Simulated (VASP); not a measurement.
# Cu (Pm-3m) in VASP: further runs, part 2 of 2

VASP 6.6.1.

### 4 Single point, PBEsol

This run uses another cell than the first one, of 13.14 Å³/atom, 1.282 times its volume.

Input file INCAR:

```
SYSTEM = Cu
PREC = Accurate ; ENCUT = 520
EDIFF = 1E-6 ; ISMEAR = -1
SIGMA = 0.08 ; LREAL = .FALSE.
LASPH = .TRUE. ; NELM = 80
ALGO = Normal ; ISIF = 2
LWAVE = .FALSE. ; LCHARG = .FALSE.
GGA = PS ; NBANDS = 12
```

Input file KPOINTS:

```
Automatic mesh
0
G
  18 18 18
  0 0 0
```

Input file POSCAR:

```
Cu
1.0
    2.3596196690      0.0000000000      0.0000000000
    0.0000000000      2.3596196690      0.0000000000
    0.0000000000      0.0000000000      2.3596196690
Cu
1
Direct
    0.0000000000      0.0000000000      0.0000000000
```

Potentials or basis: VASP PAW PBE potentials, release 64 (Cu).

Command:

```bash
cat potpaw_PBE.64/Cu/POTCAR > POTCAR
mpirun -np 1 vasp_std > vasp.out
```

OUTCAR:

```text
SYSTEM = Cu
   PREC = Accurate
   ENCUT = 520
   EDIFF = 1E-6
   ISMEAR = -1
   LREAL = .FALSE.
   LASPH = .TRUE.
   NELM = 80
   ISIF = 2
   GGA = PS

 ion  position               nearest neighbor table
   1  0.000  0.000  0.000-

  LATTYP: Found a simple cubic cell.
 ALAT       =     2.3596196690

  Lattice vectors:

 A1 = (   2.3596196690,   0.0000000000,   0.0000000000)
 A2 = (   0.0000000000,   2.3596196690,   0.0000000000)
 A3 = (   0.0000000000,   0.0000000000,   2.3596196690)

Analysis of symmetry for initial positions (statically):
=====================================================================
 Subroutine PRICEL returns:
 Original cell was already a primitive cell.

 Routine SETGRP: Setting up the symmetry group for a
 simple cubic supercell.

 Subroutine GETGRP returns: Found 48 space group operations
 (whereof 48 operations were pure point group operations)
 out of a pool of 48 trial point group operations.

The static configuration has the point symmetry O_h .

Analysis of symmetry for dynamics (positions and initial velocities):
=====================================================================
 Subroutine PRICEL returns:
 Original cell was already a primitive cell.

 Routine SETGRP: Setting up the symmetry group for a
 simple cubic supercell.

 Subroutine GETGRP returns: Found 48 space group operations
 (whereof 48 operations were pure point group operations)
 out of a pool of 48 trial point group operations.

The dynamic configuration has the point symmetry O_h .

 Subroutine INISYM returns: Found 48 space group operations
 (whereof 48 operations are pure point group operations),
 and found     1 'primitive' translations

----------------------------------------------------------------------------------------

                                     Primitive cell

  volume of cell :      13.1379

[... 105 lines left out ...]
     AMIX     =   0.40;   BMIX     =  1.00
     AMIX_MAG =   1.60;   BMIX_MAG =  1.00
  volume/ion in A,a.u.               =      13.14        88.66
  Fermi-wavevector in a.u.,A,eV,Ry     =   1.542992  2.915832 32.393088  2.380825
  Thomas-Fermi vector in A             =   2.648718
   LORBIT       =      0    0 simple, 1 ext, 2 COOP (PROOUT), +10 PAW based schemes
   GGA     = PS    functional components
   LHFCALC =     F    Hartree Fock is set to
   AEXX    =    0.0000 exact exchange contribution
   IVDW    =     0    specifies the selected vdW correction
   LEPSILON=     F    determine dielectric tensor
   LRPA    =     F    only Hartree local field effects (RPA)
 non-spin polarized calculation
  energy-cutoff  :      520.00
  volume of cell :       13.14
 maximum number of plane-waves:       365
 NGX is ok and might be reduce to    18
   NGX =  9   NGY =  9   NGZ =  9

 number of electron      11.0000026 magnetization

 Free energy of the ion-electron system (eV)
  ---------------------------------------------------
  ext. energy  EPLUGINS =         0.00000000
  ---------------------------------------------------
  free energy    TOTEN  =        -3.78895800 eV

  energy without entropy =       -3.78360013  energy(sigma->0) =       -3.78627906

 E-fermi :   5.9796     XC(G=0): -12.2171

 val. band max:        5.9407988152   @ k =   0.3333   0.2778   0.2222
 cond. band min:       6.0161200177   @ k =   0.3889   0.2778   0.1111
 fundamental gap:      0.0753212025
 Fermi energy:         5.9796062871

 k-point     1 :       0.0000    0.0000    0.0000
  band No.  band energies     occupation
      1      -2.4102      2.00000
      2       1.9776      2.00000
      3       1.9776      2.00000
      4       4.7031      2.00000
      5       4.7031      2.00000
      6       4.7031      2.00000
      7      24.1449      0.00000
      8      24.1449      0.00000
      9      24.1449      0.00000
     10      27.6454      0.00000
     11      27.6454      0.00000
     12      31.7215      0.00000
[... 331 lines left out ...]
 k-point    24 :       0.3333    0.1111    0.0000
  band No.  band energies     occupation
      1       0.6116      2.00000
      2       2.3507      2.00000
      3       3.0601      2.00000
      4       4.0783      2.00000
      5       4.1546      2.00000
      6       4.6635      2.00000
      7      12.1412      0.00000
      8      23.7166      0.00000
      9      28.3312      0.00000
     10      30.1033      0.00000
     11      31.6176      0.00000
     12      35.7689      0.00000

 [... further k-points ...]
[... 5 lines left out ...]
  --------------------------------------------------------------------------------------
  -------------------------------------------------------------------------------------
  Total        0.0422999      0.0422999      0.0422999     -0.0000000      0.0000000     -0.0000000
  in kB        5.1585040      5.1585040      5.1585040     -0.0000000      0.0000000     -0.0000000
  external PRESSURE =       5.1585040 kB  Pullay stress =       0.0000000 kB

 VOLUME and BASIS-vectors are now :
 -----------------------------------------------------------------------------
  energy-cutoff  :      520.00
  volume of cell :       13.14
      direct lattice vectors                 reciprocal lattice vectors
     2.359619669  0.000000000  0.000000000     0.423797112  0.000000000  0.000000000
     0.000000000  2.359619669  0.000000000     0.000000000  0.423797112  0.000000000
     0.000000000  0.000000000  2.359619669     0.000000000  0.000000000  0.423797112

 POSITION                                       TOTAL-FORCE (eV/Angst)
 -----------------------------------------------------------------------------------
      0.00000      0.00000      0.00000         0.000000      0.000000      0.000000
 -----------------------------------------------------------------------------------
    total drift:                                0.000000      0.000000      0.000000

  FREE ENERGIE OF THE ION-ELECTRON SYSTEM (eV)
  ---------------------------------------------------
  free  energy   TOTEN  =        -3.7889579964 eV

  energy  without entropy=       -3.7836001282  energy(sigma->0) =       -3.78627906
```

OSZICAR:

```text
N       E                     dE             d eps       ncg     rms          rms(c)
DAV:   1     0.426321997238E+02    0.42632E+02   -0.53365E+03  5824   0.147E+03
DAV:   2    -0.328902948958E+01   -0.45921E+02   -0.42522E+02  5468   0.200E+02
DAV:   3    -0.469011294267E+01   -0.14011E+01   -0.13841E+01  6188   0.398E+01
DAV:   4    -0.469980694743E+01   -0.96940E-02   -0.96927E-02  5896   0.296E+00
DAV:   5    -0.469991008496E+01   -0.10314E-03   -0.10314E-03  6268   0.314E-01    0.802E+00
DAV:   6    -0.429517127225E+01    0.40474E+00   -0.15723E+01  6084   0.766E+01    0.457E+00
DAV:   7    -0.379905500036E+01    0.49612E+00   -0.26484E+00  6124   0.315E+01    0.311E-01
DAV:   8    -0.379311066125E+01    0.59443E-02   -0.29860E-02  6888   0.343E+00    0.490E-01
DAV:   9    -0.378902528550E+01    0.40854E-02   -0.26923E-02  6292   0.279E+00    0.712E-02
DAV:  10    -0.378895711797E+01    0.68168E-04   -0.41342E-04  7612   0.357E-01    0.777E-03
DAV:  11    -0.378895843579E+01   -0.13178E-05   -0.28508E-06  6212   0.238E-02    0.377E-03
DAV:  12    -0.378895799644E+01    0.43935E-06   -0.12631E-06  3436   0.195E-02
   1 F= -.37889580E+01 E0= -.37862791E+01  d E =-.535787E-02
```

It took 33 s on 1 thread of Intel Xeon 8259CL, shared host; peak memory 0.14 GiB.

Results:

| Property | Result |
| --- | --- |
| Free energy | -3.7890 eV |
| Pressure | 0.5 GPa |

Levels at points of the mesh, in eV from the Fermi level:
| k point | band 3 | band 4 | band 5 | band 6 | band 7 | band 8 |
| --- | --- | --- | --- | --- | --- | --- |
| (0.00, 0.00, 0.00) | -4.00 | -1.28 | -1.28 | -1.28 | 18.17 | 18.17 |
| (0.50, 0.00, 0.00) | -2.12 | -2.12 | -1.49 | -1.20 | 2.21 | 23.90 |
| (0.50, 0.50, 0.00) | -1.95 | -1.95 | -0.70 | 4.37 | 4.37 | 9.28 |
| (0.50, 0.50, 0.50) | -3.65 | -0.66 | -0.66 | 10.42 | 10.42 | 10.42 |

Caveat: the PAW data sets were made with another functional, which shifts forces and pressure a little.

### 5 Summary

| cell | gap on the mesh (eV) | pressure (GPa) |
| --- | --- | --- |
| a = 2.172 Å, 1 atom | none | 57.1 |
| a = 2.261 Å, 1 atom | none | 22.2 |
| a = 2.360 Å, 1 atom | none | 0.5 |

Alike in all rows: task single point; level PBEsol; potentials or basis VASP PAW PBE potentials, release 64 (Cu); no spin polarisation; k mesh 18 × 18 × 18; cutoff (eV) 520; smearing fermi-dirac 0.08 eV.

Caveats: the PAW data sets were made with another functional, which shifts forces and pressure a little.

Absolute energies hang on the potentials; compare differences alone.
